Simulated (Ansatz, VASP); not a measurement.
Cr in VASP and in Ansatz

The input INCAR:

```
SYSTEM = Cr
PREC = Accurate
ENCUT = 520
EDIFF = 1E-6
ISMEAR = -1
SIGMA = 0.1
LREAL = .FALSE.
LASPH = .TRUE.
NELM = 100
ALGO = Normal
ISIF = 2
LWAVE = .FALSE.
LCHARG = .TRUE.
GGA = PS
LELF = .TRUE.
LVHAR = .TRUE.
NBANDS = 32
```

Contents of KPOINTS:

```
Automatic mesh
0
G
  16 16 4
  0 0 0
```

POSCAR

```
Cr
1.0
    2.4396444967      0.0000000000      0.0000000000
   -1.2198222483      2.1127941103      0.0000000000
    0.0000000000      0.0000000000      8.5536007185
Cr
4
Direct
    1.0000000000      0.0000000000      0.0000000000
    1.0000000000      0.0000000000      0.5000000000
    0.3333333333      0.6666666667      0.2500000000
    0.6666666667      0.3333333333      0.7500000000
```

Input for Ansatz:

```yaml
crystal:
  lattice:
    - [2.4396444967, 0.0, 0.0]
    - [-1.2198222483, 2.1127941103, 0.0]
    - [0.0, 0.0, 8.5536007185]
  atoms:
    - { symbol: Cr, position: [1.0, 0.0, 0.0] }
    - { symbol: Cr, position: [1.0, 0.0, 0.5] }
    - { symbol: Cr, position: [0.3333333333, 0.6666666667, 0.25] }
    - { symbol: Cr, position: [0.6666666667, 0.3333333333, 0.75] }
hamiltonian:
  xc: pbesol
  pseudopotentials:
    kind: paw
    azcp:
      Cr: "pseudopotentials/Cr.paw.azcp"
basis:
  ecutwfc: 420
  fft_grid_basis: typed
kpoints:
  mp_grid: { grid: [16, 16, 4], shift: [0, 0, 0] }
magnetization:
  spin_polarized: false
scf:
  occupations: { method: fermi_dirac, width: 0.1 }
  lower_state_search: "off"
output:
  stress: true
```

Alike in both runs: task single point; functional PBEsol; k mesh 16 × 16 × 4; occupations fermi-dirac, width 0.1 eV; no spin polarisation.

|  | VASP | Ansatz |
| --- | --- | --- |
| version | VASP 6.6.1 | Ansatz 0.2.0 |
| potentials or method | VASP PAW PBE potentials, release 64 (Cr_pv), cutoff 520 eV | plane waves (420 eV) with PAW, scalar-relativistic |
| valence electrons in the cell | 48 | 56 |

|  | VASP | Ansatz | Ansatz less VASP |
| --- | --- | --- | --- |
| pressure (GPa) | 10.9 | 11.4 | +0.48 |
| traceless stress, the component that is largest in VASP (GPa) | -0.66 | -0.72 | -0.058 |

VASP's potentials were made for PBE, not for PBEsol, and Ansatz warns of the same on its side. The functional is the same, so the differences come from potentials, cutoffs and numerics. VASP's potentials hold 48 valence electrons a cell and Ansatz's 56, so a difference there can come from the potentials and not from the codes.
